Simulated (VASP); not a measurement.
Runs of VASP 6.6.1 on Ga. The structure is that of space group Pm-3m (No. 221), or close to it. The cells are those of the table. 

```tsv
task	level	potentials or basis	cell	cutoff (eV)	smearing	gap on the mesh (eV)	pressure (GPa)
relaxation of cell and atoms	PBE	VASP PAW PBE potentials, release 64 (Ga_d)	relaxed to 10 GPa from a = 2.716 Å, 1 atom	600	fermi-dirac 0.05 eV	none	10.0
single point	LDA	VASP PAW LDA potentials, release 64 (Ga_d)	a = 2.622 Å, 1 atom	520	fermi-dirac 0.05 eV	none	(a)
single point	PBE	VASP PAW PBE potentials, release 64 (Ga_d)	a = 2.457 Å, 1 atom	520	fermi-dirac 0.05 eV	none	30.3
single point	PBE	VASP PAW PBE potentials, release 64 (Ga_d)	a = 2.661 Å, 1 atom	500	fermi-dirac 0.05 eV	none	3.3
single point	PBE	VASP PAW PBE potentials, release 64 (Ga_d)	a = 2.716 Å, 1 atom	520	gaussian 0.024 eV	none	0.6
```

Alike in all rows: no spin polarisation; k mesh 10 × 10 × 10.

**Question.** Fill in the values left out.

**Answer.** (a) 0.3.

Caveats: the cell is relaxed towards a set pressure, so the enthalpy falls and the energy may rise (some runs).

A k mesh can miss the band edges, and the runs leave out spin-orbit coupling on Ga.

A gap of «none» marks levels without a gap at the run's occupations.
